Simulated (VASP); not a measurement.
Here is a VASP 6.6.1 calculation.

INCAR

```
PREC = Accurate
ENCUT = 520
EDIFF = 1E-6
ISMEAR = -1
SIGMA = 0.1
LREAL = F
LASPH = T
NELM = 80
ALGO = Normal
ISIF = 2
LWAVE = F
LCHARG = F
GGA = RE
NBANDS = 19
```

File KPOINTS:

```
Automatic mesh
0
Gamma
  18 18 10
```

File POSCAR:

```
Zr
1.0
    3.2950314213      0.0000000000      0.0000000000
   -1.6475157106      2.8535809171      0.0000000000
    0.0000000000      0.0000000000      5.2674552439
Zr
2
Direct
    0.3333333333      0.6666666667      0.2500000000
    0.6666666667      0.3333333333      0.7500000000
```

Potentials or basis: VASP PAW PBE potentials, release 64 (Zr_sv).

Command:

```console
$ cat potpaw_PBE.64/Zr_sv/POTCAR > POTCAR
$ mpirun -np 1 vasp_std > vasp.out
```

Question: Predict the pressure.

Answer: -3.3 GPa.

Question: Estimate the band gap on the k mesh.

Answer: Zero (band 12 reaches 9.25 eV, above the bottom of band 13 at 8.10 eV).

Stress tensor (GPa, compression positive):
```
-3.28  0.00  0.00
 0.00 -3.28  0.00
 0.00  0.00 -3.38
```

Caveat: the PAW data sets were made with another functional, which shifts forces and pressure a little.
